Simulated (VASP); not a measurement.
TiAsS3, 5 atoms in the cell. The structure is trigonal, space group R3m (No. 160). Conventional cell: a = 6.748 Å, b = 6.748 Å, c = 8.953 Å, α = 90.00°, β = 90.00°, γ = 120.00°. Ti (site symmetry 3m) has 6 S at 2.41 to 2.50 Å and 1 As at 2.85 Å within 3.2 Å. Within 3.1 Å of As (site symmetry 3m) lie 3 S at 2.32 Å and 1 Ti at 2.85 Å. Within 3.1 Å of S (site symmetry m) lie 1 As at 2.32 Å and 2 Ti at 2.41 to 2.50 Å. 

* Program: VASP 6.6.1
* Task: single point
* Functional: PBE
* Potentials or basis: VASP PAW PBE potentials, release 64 (Ti_sv, As, S)
* Cutoff: 520 eV
* k mesh: 6 × 6 × 6
* Occupations: gaussian, width 0.1 eV
* Spin: no spin polarisation
* Dipole correction: no
* Further INCAR settings: ALGO = Normal; EDIFF = 1e-06; NBANDS = 26

Potentials or basis: VASP PAW PBE potentials, release 64 (Ti_sv, As, S).

Launch:

```sh
$ cat potpaw_PBE.64/Ti_sv/POTCAR potpaw_PBE.64/As/POTCAR potpaw_PBE.64/S/POTCAR > POTCAR
$ mpirun -np 1 vasp_std > vasp.out
```

Hardware: 1 thread of Intel(R) Xeon(R) 6975P-C (Granite Rapids), on a shared host.

Problem. Estimate the wall time of this run.

Solution. Wall time 36 s on 1 thread of Intel(R) Xeon(R) 6975P-C (Granite Rapids), on a shared host, peak memory 0.26 GiB. Counts: scf iterations 16, k points 32.
